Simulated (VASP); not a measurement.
# RbP2O5 (P6mm) in VASP: notebook

RbP2O5 is run at these levels: PBE; tasks: relaxation of cell and atoms, single point.

Everything below comes from runs of VASP 6.6.1. Logs are shortened: lines on timing, memory, paths and dates and some standing lists are left out, and cuts for length are marked.

### Step 1. The cell of the first run

It takes space group P6mm (No. 183, hexagonal). The conventional cell has a = 5.659 Å, b = 5.659 Å, c = 3.270 Å, α = 90.00°, β = 90.00°, γ = 120.00°. Within 4.2 Å of Rb (site symmetry 6mm) lie 18 O at 3.23 to 3.31 Å and 2 Rb at 3.27 Å and 12 P at 3.54 to 3.78 Å. P (site symmetry 3m) has 5 O at 1.58 to 1.69 Å within 2.1 Å. O (site symmetry 3m) has 2 P at 1.58 to 1.69 Å and 3 O at 2.04 Å within 2.1 Å. O (site symmetry 2mm) has 2 P at 1.67 Å and 2 O at 2.04 Å within 2.2 Å.

The cell was generated, and may not be a known phase.

### Step 2. Relaxation of cell and atoms, PBE

INCAR

```
  ALGO = Normal
  EDIFF = 1E-6
  EDIFFG = -0.04
  ENCUT = 600
  GGA = PE
  IBRION = 2
  ISIF = 3
  ISMEAR = 0
  LASPH = True
  LCHARG = False
  LREAL = False
  LWAVE = False
  NELM = 80
  NSW = 90
  PREC = Accurate
  SIGMA = 0.1
```

KPOINTS

```
k-points
0
Gamma
  6 6 6
```

POSCAR

```
RbP2O5
1.0
    5.6589368600      0.0000000000      0.0000000000
   -2.8294684300      4.9007830800      0.0000000000
    0.0000000000      0.0000000000      3.2698627500
Rb P O
1 2 5
Direct
    0.0000000000      0.0000000000      0.0833000000
    0.3333333300      0.6666666700      0.5000000000
    0.6666666700      0.3333333300      0.5000000000
    0.3333333300      0.6666666700      0.9831453100
    0.0000000000      0.5000000000      0.6070381300
    0.5000000000      0.5000000000      0.6070381300
    0.5000000000      0.0000000000      0.6070381300
    0.6666666700      0.3333333300      0.9831453100
```

Potentials or basis: VASP PAW PBE potentials, release 64 (Rb_sv, P, O).

Run with:

```bash
$ cat potpaw_PBE.64/Rb_sv/POTCAR potpaw_PBE.64/P/POTCAR potpaw_PBE.64/O/POTCAR > POTCAR
$ mpirun -np 1 vasp_std > vasp.out
```

OUTCAR:

```text
EDIFF = 1E-6
   EDIFFG = -0.04
   ENCUT = 600
   GGA = PE
   IBRION = 2
   ISIF = 3
   ISMEAR = 0
   LASPH = True
   LREAL = False
   NELM = 80
   NSW = 90
   PREC = Accurate

 ion  position               nearest neighbor table
   1  0.000  0.000  0.083-   7 3.23   7 3.23   5 3.23   5 3.23   6 3.23   6 3.23   8 3.28   4 3.28
                             8 3.28   4 3.28   8 3.28   4 3.28   7 3.31   7 3.31   5 3.31   6 3.31
   2  0.333  0.667  0.500-   4 1.58   5 1.67   7 1.67   6 1.67   4 1.69   1 3.54   1 3.54   1 3.54
                             1 3.78   1 3.78   1 3.78
   3  0.667  0.333  0.500-   8 1.58   5 1.67   7 1.67   6 1.67   8 1.69   1 3.54   1 3.54   1 3.54
                             1 3.78   1 3.78   1 3.78
   4  0.333  0.667  0.983-   2 1.58   2 1.69   1 3.28   1 3.28   1 3.28
   5  0.000  0.500  0.607-   2 1.67   3 1.67   1 3.23   1 3.23   1 3.31   1 3.31
   6  0.500  0.500  0.607-   2 1.67   3 1.67   1 3.23   1 3.23   1 3.31   1 3.31
   7  0.500  0.000  0.607-   2 1.67   3 1.67   1 3.23   1 3.23   1 3.31   1 3.31
   8  0.667  0.333  0.983-   3 1.58   3 1.69   1 3.28   1 3.28   1 3.28

  LATTYP: Found a hexagonal cell.
 ALAT       =     5.6589368600
 C/A-ratio  =     0.5778228015

  Lattice vectors:

 A1 = (   5.6589368600,   0.0000000000,   0.0000000000)
 A2 = (  -2.8294684300,   4.9007830800,   0.0000000000)
 A3 = (   0.0000000000,   0.0000000000,   3.2698627500)

Analysis of symmetry for initial positions (statically):
=====================================================================
 Subroutine PRICEL returns:
 Original cell was already a primitive cell.

 Routine SETGRP: Setting up the symmetry group for a
 hexagonal supercell.

 Subroutine GETGRP returns: Found 12 space group operations
 (whereof 12 operations were pure point group operations)
 out of a pool of 24 trial point group operations.

The static configuration has the point symmetry C_6v.

Analysis of symmetry for dynamics (positions and initial velocities):
=====================================================================
 Subroutine PRICEL returns:
 Original cell was already a primitive cell.

 Routine SETGRP: Setting up the symmetry group for a
 hexagonal supercell.

 Subroutine GETGRP returns: Found 12 space group operations
 (whereof 12 operations were pure point group operations)
 out of a pool of 24 trial point group operations.

The dynamic configuration has the point symmetry C_6v.

 Subroutine INISYM returns: Found 12 space group operations
 (whereof 12 operations are pure point group operations),
 and found     1 'primitive' translations

----------------------------------------------------------------------------------------

                                     Primitive cell

  volume of cell :      90.6838

  direct lattice vectors                    reciprocal lattice vectors
     5.658936860  0.000000000  0.000000000     0.176711638  0.102024512  0.000000000
    -2.829468430  4.900783080  0.000000000     0.000000000  0.204049023  0.000000000
     0.000000000  0.000000000  3.269862750     0.000000000  0.000000000  0.305823234

  length of vectors
     5.658936860  5.658936861  3.269862750     0.204049023  0.204049023  0.305823234

  position of ions in fractional coordinates (direct lattice)
     0.000000000  0.000000000  0.083300000
     0.333333330  0.666666670  0.500000000
     0.666666670  0.333333330  0.500000000
     0.333333330  0.666666670  0.983145310
     0.000000000  0.500000000  0.607038130
     0.500000000  0.500000000  0.607038130
     0.500000000  0.000000000  0.607038130
     0.666666670  0.333333330  0.983145310

  ion indices of the primitive-cell ions
   primitive index   ion index
                 1           1
                 2           2
                 3           3
                 4           4
                 5           5
                 6           6
                 7           7
                 8           8

----------------------------------------------------------------------------------------

 KPOINTS: k-points

Automatic generation of k-mesh.
 Grid dimensions read from file:
 generate k-points for:    6    6    6

 Generating k-lattice:

  Cartesian coordinates                     Fractional coordinates (reciprocal lattice)
     0.029451940  0.017004085  0.000000000     0.166666667  0.000000000  0.000000000
     0.000000000  0.034008171  0.000000000     0.000000000  0.166666667  0.000000000
     0.000000000  0.000000000  0.050970539     0.000000000  0.000000000  0.166666667

  Length of vectors
     0.034008171  0.034008171  0.050970539

  Shift w.r.t. Gamma in fractional coordinates (k-lattice)
     0.000000000  0.000000000  0.000000000

 Subroutine IBZKPT returns following result:
 ===========================================

 Found     28 irreducible k-points:

 Following reciprocal coordinates:
            Coordinates               Weight
  0.000000  0.000000  0.000000      1.000000
  0.166667  0.000000  0.000000      6.000000
  0.333333  0.000000  0.000000      6.000000
  0.500000  0.000000  0.000000      3.000000
  0.166667  0.166667  0.000000      6.000000
  0.333333  0.166667  0.000000     12.000000
[... 16 lines left out ...]
  0.166667  0.000000  0.500000      6.000000
  0.333333  0.000000  0.500000      6.000000
 [... further k-points ...]
   k-points           NKPTS =     28   k-points in BZ     NKDIM =     28   number of bands    NBANDS=     29
   number of dos      NEDOS =    301   number of ions     NIONS =      8
   total plane-waves  NPLWV =  64512
   dimension x,y,z NGX =    48 NGY =   48 NGZ =   28
   dimension x,y,z NGXF=    96 NGYF=   96 NGZF=   56
   ions per type =               1   2   5
   NGX,Y,Z   is equivalent  to a cutoff of  14.10, 14.10, 14.24 a.u.
   NGXF,Y,Z  is equivalent  to a cutoff of  28.20, 28.20, 28.47 a.u.
 SYSTEM =  unknown system
   PREC   = accura    normal or accurate (medium, high low for compatibility)
   ISTART =      0    job   : 0-new  1-cont  2-samecut
   ICHARG =      2    charge: 1-file 2-atom 10-const
   ISPIN  =      1    spin polarized calculation?
   LNONCOLLINEAR =      F non collinear calculations
   LSORBIT =      F    spin-orbit coupling
   LASPH  =      T    aspherical Exc in radial PAW
   ENCUT  =  600.0 eV  44.10 Ry    6.64 a.u.  11.30 11.30  6.53*2*pi/ulx,y,z
   NELM   =     80;   NELMIN=  2; NELMDL= -5     # of ELM steps
   EDIFF  = 0.1E-05   stopping-criterion for ELM
   LREAL  =      F    real-space projection
   EDIFFG = -.4E-01   stopping-criterion for IOM
   NSW    =     90    number of steps for IOM
   IBRION =      2    ionic relax: 0-MD 1-quasi-New 2-CG
   NFREE  =      1    steps in history (QN), initial steepest desc. (CG)
   ISIF   =      3    stress and relaxation
   ISYM   =      2    0-nonsym 1-usesym 2-fastsym
   POTIM  = 0.5000    time-step for ionic-motion
   TEBEG  =    0.0;   TEEND  =   0.0 temperature during run
   PSTRESS=    0.0 pullay stress
   NELECT =      49.0000    total number of electrons
   NUPDOWN=      -1.0000    fix difference up-down
   EMIN   =  10.00;   EMAX   =-10.00  energy-range for DOS
   EFERMI =   0.00;   METHOD = LEGACY
   ISMEAR =     0;   SIGMA  =   0.10  broadening in eV -4-tet -1-fermi 0-gaus
   EFERMI_NEDOS =   21; number of points for ismear=-14 and -15
   IALGO  =     38    algorithm
   IMIX   =      4    mixing-type and parameters
     AMIX     =   0.40;   BMIX     =  1.00
     AMIX_MAG =   1.60;   BMIX_MAG =  1.00
  volume/ion in A,a.u.               =      11.34        76.50
  Fermi-wavevector in a.u.,A,eV,Ry     =   1.333410  2.519779 24.190902  1.777981
  Thomas-Fermi vector in A             =   2.462270
   LORBIT       =      0    0 simple, 1 ext, 2 COOP (PROOUT), +10 PAW based schemes
   GGA     = PE    functional components
   LHFCALC =     F    Hartree Fock is set to
   AEXX    =    0.0000 exact exchange contribution
   IVDW    =     0    specifies the selected vdW correction
   LEPSILON=     F    determine dielectric tensor
   LRPA    =     F    only Hartree local field effects (RPA)
 conjugate gradient relaxation of ions
 non-spin polarized calculation
 Gauss-broadening in eV      SIGMA  =   0.10
  energy-cutoff  :      600.00
  volume of cell :       90.68
 maximum number of plane-waves:      3049
 NGX is ok and might be reduce to    48
   NGX = 23   NGY = 23   NGZ = 13

--------------------------------------- Ionic step        1  -------------------------------------------

 number of electron      49.0000012 magnetization

 Free energy of the ion-electron system (eV)
  ---------------------------------------------------
  ext. energy  EPLUGINS =         0.00000000
  ---------------------------------------------------
  free energy    TOTEN  =       -43.69062131 eV

  energy without entropy =      -43.68919563  energy(sigma->0) =      -43.68990847

 E-fermi :   8.8428     XC(G=0): -10.5781

 val. band max:        8.7541417230   @ k =   0.1667   0.0000   0.0000
 cond. band min:       9.0279145641   @ k =   0.1667   0.1667   0.0000
 fundamental gap:      0.2737728411
 Fermi energy:         8.8428214983

 k-point     1 :       0.0000    0.0000    0.0000
  band No.  band energies     occupation
      1     -21.8159      2.00000
      2     -18.2999      2.00000
      3     -15.9796      2.00000
      4     -14.9343      2.00000
      5     -14.9343      2.00000
      6     -12.1350      2.00000
[... 1656 lines left out ...]
     28       9.4186      0.00000
     29       9.8328      0.00000

 [... further k-points ...]

[... ionic steps 4 to 42 ...]

--------------------------------------- Ionic step       43  -------------------------------------------

 number of electron      48.9999995 magnetization

------------------------ aborting loop because EDIFF is reached ----------------------------------------

  FORCE on cell =-STRESS in cart. coord.  units (eV):
  Direction    XX          YY          ZZ          XY          YZ          ZX
  --------------------------------------------------------------------------------------
  -------------------------------------------------------------------------------------
  Total        0.2090173      0.2090173      0.0077997     -0.0000000     -0.0000000      0.0000000
  in kB        2.8690770      2.8690770      0.1070631     -0.0000000     -0.0000000      0.0000000
  external PRESSURE =       1.9484057 kB  Pullay stress =       0.0000000 kB
[... 69 lines left out ...]
  energy  without entropy=      -50.0978186510  energy(sigma->0) =      -50.09932347

--------------------------------------- Ionic step       45  -------------------------------------------

 number of electron      48.9999996 magnetization

 Free energy of the ion-electron system (eV)
  ---------------------------------------------------
  ext. energy  EPLUGINS =         0.00000000
  ---------------------------------------------------
  free energy    TOTEN  =       -50.10083501 eV

  energy without entropy =      -50.09782674  energy(sigma->0) =      -50.09933088

 E-fermi :   4.9220     XC(G=0):  -9.2464

 val. band max:        4.8407885711   @ k =   0.3333   0.0000   0.3333
 cond. band min:       4.9673665453   @ k =   0.3333   0.0000   0.5000
 fundamental gap:      0.1265779743
 Fermi energy:         4.9220006594

 k-point     1 :       0.0000    0.0000    0.0000
  band No.  band energies     occupation
      1     -23.3037      2.00000
      2     -19.5936      2.00000
      3     -17.4243      2.00000
      4     -17.4243      2.00000
      5     -16.9609      2.00000
      6     -16.2802      2.00000
[... 794 lines left out ...]
  FREE ENERGIE OF THE ION-ELECTRON SYSTEM (eV)
  ---------------------------------------------------
  free  energy   TOTEN  =       -50.1008350142 eV

  energy  without entropy=      -50.0978267380  energy(sigma->0) =      -50.09933088

 reached required accuracy - stopping structural energy minimisation
```

It took 29 min on 1 thread of Intel Xeon Platinum 8488C (Sapphire Rapids), shared host; peak memory 0.3 GiB.

What came out:

```
Free energy                           : -50.1008 eV
Relaxed volume                        : 14.60 Å³/atom
Relaxed cell                          : a = 5.477 Å, b = 5.477 Å, c = 4.497 Å, α = 90.00°, β = 90.00°, γ = 120.00°
Space group after relaxing (to 0.1 Å) : P6mm (No. 183)
Energy gained by relaxing             : 801.3 meV/atom
Ionic steps                           : 45
Pressure after relaxing               : 0.2 GPa
Largest force after relaxing          : 0.029 eV/Å
Band gap on the k mesh                : zero (an odd number of electrons rules out a gap without spin polarisation)
```

Forces in eV/Å, atoms in the order of the input:
```
Rb   0.000  0.000  0.029
P    0.000  0.000  0.014
P    0.000  0.000  0.014
O    0.000  0.000 -0.025
O    0.000  0.000 -0.002
O    0.000  0.000 -0.002
O    0.000  0.000 -0.002
O    0.000  0.000 -0.025
```

Stress tensor (GPa, compression positive):
```
0.16 0.00 0.00
0.00 0.16 0.00
0.00 0.00 0.42
```

The path:
| step | energy change (eV) | largest force (eV/Å) | pressure (GPa) | volume (Å³) |
| --- | --- | --- | --- | --- |
| 1 | 0.0000 | 8.7279 | 32.31 | 90.68 |
| 3 | -3.7234 | 2.1039 | 4.34 | 106.58 |
| 5 | -4.0835 | 1.4969 | -4.31 | 110.71 |
| 7 | -4.7038 | 3.0080 | 21.49 | 104.02 |
| 9 | -5.0157 | 2.1313 | 11.45 | 106.29 |
| 11 | -5.5272 | 2.1482 | 13.43 | 108.57 |
| 13 | -5.5925 | 3.4066 | 15.41 | 109.61 |
| 15 | -5.9931 | 1.1149 | 4.35 | 115.36 |
| 17 | -6.1409 | 1.5891 | 1.60 | 118.77 |
| 19 | -6.1988 | 0.5503 | -2.44 | 120.94 |
| 21 | -6.2749 | 0.4914 | -0.98 | 119.16 |
| 23 | -6.2870 | 0.4516 | 0.05 | 117.98 |
| 25 | -6.2976 | 0.5956 | -0.67 | 117.56 |
| 27 | -6.3249 | 0.4060 | 0.21 | 116.15 |
| 29 | -6.3327 | 0.3822 | 0.44 | 115.67 |
| 31 | -6.3653 | 0.8509 | -0.36 | 115.78 |
| 33 | -6.3684 | 1.0611 | -0.64 | 115.82 |
| 35 | -6.3767 | 0.9213 | -0.43 | 115.79 |
| 37 | -6.3967 | 0.2634 | 0.52 | 115.69 |
| 39 | -6.3988 | 0.2381 | 0.68 | 115.73 |
| 41 | -6.4083 | 0.1070 | 0.37 | 116.34 |
| 43 | -6.4099 | 0.1139 | 0.19 | 116.72 |
| 45 | -6.4102 | 0.0290 | 0.25 | 116.81 |

Final structure:
```
Rb P O
1.0
     5.47652    0.00000    0.00000
    -2.73826    4.74281    0.00000
     0.00000    0.00000    4.49724
Rb P O
1 2 5
Cartesian
  0.0000 0.0000 4.3040
  0.0000 3.1619 2.0344
  2.7383 1.5809 2.0344
  0.0000 3.1619 0.5511
  -1.3691 2.3714 2.6441
  1.3691 2.3714 2.6441
  2.7383 0.0000 2.6441
  2.7383 1.5809 0.5511
```

Levels at points of the mesh, in eV from the Fermi level:
| k point | band 23 | band 24 | band 25 | band 26 | band 27 | band 28 |
| --- | --- | --- | --- | --- | --- | --- |
| (0.00, 0.00, 0.00) | -4.54 | -4.54 | -2.11 | 0.96 | 3.27 | 3.27 |
| (0.50, 0.00, 0.00) | -4.58 | -4.46 | 0.23 | 2.01 | 3.03 | 4.31 |
| (0.00, 0.00, 0.50) | -4.06 | -4.06 | -1.35 | 2.79 | 2.79 | 3.00 |
| (0.50, 0.00, 0.50) | -4.46 | -4.07 | 0.57 | 3.01 | 3.47 | 3.81 |

Caveat: the volume moved by over 15 % at a fixed basis, so the end points are rough; an odd number of electrons without spin polarisation forces a metal; a magnetic or distorted state may lie lower.

### Step 3. Single point, PBE

This run uses another cell than the first one, of 18.29 Å³/atom.

INCAR

```
SYSTEM = RbP2O5
ALGO     = Normal         ! electronic algorithm
EDIFF    = 1E-7           ! SCF threshold, eV
ENCUT    = 520            ! plane-wave cutoff, eV
GGA      = PE             ! functional
ISIF     = 2              ! what is computed and relaxed
ISMEAR   = 0              ! smearing method
LASPH    = .True.         ! aspherical terms in the spheres
LCHARG   = .True.         ! write CHGCAR
LELF     = .True.         ! ELF
LREAL    = .False.        ! projectors in reciprocal space
LVHAR    = .True.       
LWAVE    = .False.        ! write WAVECAR
NBANDS   = 34             ! bands
NELM     = 60             ! most SCF steps
PREC     = Accurate       ! precision mode
SIGMA    = 0.1            ! smearing width, eV
```

KPOINTS

```
k-points
0
Gamma
  12 12 8
  0 0 0
```

POSCAR

```
RbP2O5
1.0
    5.4312740734      0.0000000000      0.0000000000
   -2.7156370367      4.7036213224      0.0000000000
    0.0000000000      0.0000000000      5.7271647657
Rb P O
1 2 5
Direct
    0.0000000000      0.0000000000      0.9610810720
    0.3333333333      0.6666666667      0.4409766990
    0.6666666667      0.3333333333      0.4409766990
    0.3333333333      0.6666666667      0.1807736235
    0.0000000000      0.5000000000      0.5553744310
    0.5000000000      0.5000000000      0.5553744310
    0.5000000000      0.0000000000      0.5553744310
    0.6666666667      0.3333333333      0.1807736235
```

Potentials or basis: VASP PAW PBE potentials, release 64 (Rb_sv, P, O).

Run with:

```bash
$ cat potpaw_PBE.64/Rb_sv/POTCAR potpaw_PBE.64/P/POTCAR potpaw_PBE.64/O/POTCAR > POTCAR
$ mpirun -np 1 vasp_std > vasp.out
```

It took 5.3 min on 1 thread of Intel Xeon Platinum 8488C (Sapphire Rapids), shared host; peak memory 0.52 GiB.

It converged, with:

| Quantity | Value |
| --- | --- |
| Free energy | -51.0389 eV |
| Pressure | -0.3 GPa |
| Largest force | 0.042 eV/Å |
| Band gap on the k mesh | zero (an odd number of electrons rules out a gap without spin polarisation) |

Forces on the atoms (eV/Å):
```
Rb   0.000  0.000  0.000
P    0.000  0.000  0.017
P    0.000  0.000  0.017
O    0.000  0.000  0.042
O    0.000  0.000 -0.039
O    0.000  0.000 -0.039
O    0.000  0.000 -0.039
O    0.000  0.000  0.042
```

Levels at points of the mesh, in eV from the Fermi level:
| k point | band 22 | band 23 | band 24 | band 25 | band 26 | band 27 | band 28 | band 29 |
| --- | --- | --- | --- | --- | --- | --- | --- | --- |
| (0.00, 0.00, 0.00) | -4.92 | -4.87 | -4.87 | -2.01 | 0.90 | 3.09 | 3.09 | 3.56 |
| (0.50, 0.00, 0.00) | -4.89 | -4.86 | -4.74 | 0.26 | 2.15 | 3.09 | 3.67 | 3.69 |
| (0.00, 0.00, 0.50) | -4.86 | -4.79 | -4.79 | -1.79 | 2.05 | 2.83 | 2.83 | 3.01 |
| (0.50, 0.00, 0.50) | -4.89 | -4.78 | -4.76 | 0.36 | 2.66 | 3.11 | 3.53 | 3.58 |

Caveat: an odd number of electrons without spin polarisation forces a metal; a magnetic or distorted state may lie lower.

The gap in the log of VASP goes by the Fermi energy; the results here count the filled bands.